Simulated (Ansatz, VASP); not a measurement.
## Zn4SO3: VASP beside Ansatz

```xyz
8
Lattice="4.8208 0.0000 0.0000 0.0000 4.8208 0.0000 0.0000 0.0000 4.8208" Properties=species:S:1:pos:R:3 pbc="T T T"
Zn    3.7149    3.7149    3.7149
Zn    3.7149    1.1059    1.1059
Zn    1.1059    3.7149    1.1059
Zn    1.1059    1.1059    3.7149
S     2.4104    2.4104    2.4104
O     0.0000    0.0000    2.4104
O     0.0000    2.4104    0.0000
O     2.4104    0.0000    0.0000
```

Alike in both runs: functional PBE; k mesh 8 × 8 × 8; occupations gaussian, width 0.02 eV; no spin polarisation.

Ansatz relaxed the structure, and its values are those at the end. VASP's run is a single point on that final structure, the one shown.

```csv
,VASP,Ansatz
version,VASP 6.6.1,Ansatz 0.2.0
potentials or method,"VASP PAW PBE potentials, release 64 (Zn, S, O), cutoff 520 eV","scalar-relativistic, plane waves, PAW"
valence electrons in the cell,72,72
```

Ansatz gave:

| Quantity | Value |
| --- | --- |
| gap on the k mesh at the Fermi level (eV) | 0.43 |
| least direct gap on the mesh (eV) | 0.43 |
| pressure (GPa) | 0.0 |
| rms of the force components (eV/Å) | 0.002 |

Problem. Estimate VASP's values.

Solution. gap on the k mesh at the Fermi level (eV): 0.42; least direct gap on the mesh (eV): 0.42; pressure (GPa): 0.6; rms of the force components (eV/Å): 0.009.
